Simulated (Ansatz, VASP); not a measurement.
Given: the input of a run of Ansatz 0.2.0 on Ga.

Contents of input.yaml:

```yaml
crystal:
  lattice:
    - [1.4101245334, -4.1054710295, 0.0]
    - [1.4101245334, 4.1054710295, 0.0]
    - [-0.1197509717, 0.0, 3.3952387564]
  atoms:
    - { symbol: Ga, position: [0.131, 0.869, 0.75] }
    - { symbol: Ga, position: [0.869, 0.131, 0.25] }
hamiltonian:
  xc: pbesol
  pseudopotentials: { kind: paw }
kpoints:
  mp_grid: { grid: [10, 10, 8] }
scf:
  occupations: { method: fermi_dirac, width: 0.05 }
output:
  forces: true
  stress: true
  eigenvalues: true
```

Potentials or basis: Ansatz PAW.

The run is started by

```console
$ ansatz run input.yaml --threads 1 --pin off --max-ram 3584MiB --backend cpu --events-out ev --progress --plain --runs-dir out
```

Problem. Translate it to VASP 6.6.1. Potentials there: VASP PAW PBE potentials, release 64 (Ga_d).

Solution. As run (the cutoff follows the program's own potentials):

The input INCAR:

```
PREC = Accurate ; ENCUT = 520
EDIFF = 1E-6 ; ISMEAR = -1
SIGMA = 0.05 ; LREAL = F
LASPH = T ; NELM = 80
ALGO = Fast ; ISIF = 2
LWAVE = F ; LCHARG = F
GGA = PS ; NBANDS = 20
```

File KPOINTS:

```
regular mesh
0
Gamma
  10 10 8
```

File POSCAR:

```
Ga
1.0
    1.4101245334     -4.1054710295      0.0000000000
    1.4101245334      4.1054710295      0.0000000000
   -0.1197509717      0.0000000000      3.3952387564
Ga
2
Direct
    0.1310000000      0.8690000000      0.7500000000
    0.8690000000      0.1310000000      0.2500000000
```

Potentials or basis: VASP PAW PBE potentials, release 64 (Ga_d).

Command:

```sh
$ cat potpaw_PBE.64/Ga_d/POTCAR > POTCAR
$ mpirun -np 1 vasp_std > vasp.out
```

Both were run:

|  | VASP | Ansatz | Ansatz less VASP |
| --- | --- | --- | --- |
| gap on the k mesh at the Fermi level (eV) | none | none | - |
| pressure (GPa) | -4.5 | -4.5 | -0.02 |
| traceless stress, the component that is largest in VASP (GPa) | -0.68 | -0.67 | +0.009 |
| rms of the force components (eV/Å) | 0.098 | 0.097 | -0.0008 |

VASP's potentials were made for PBE, not for PBEsol. Atom by atom the forces differ by 0.001 eV/Å (rms over components). A gap of «none» marks a metal or a gap that the smearing closes. The functional is the same, so the differences come from potentials, cutoffs and numerics.
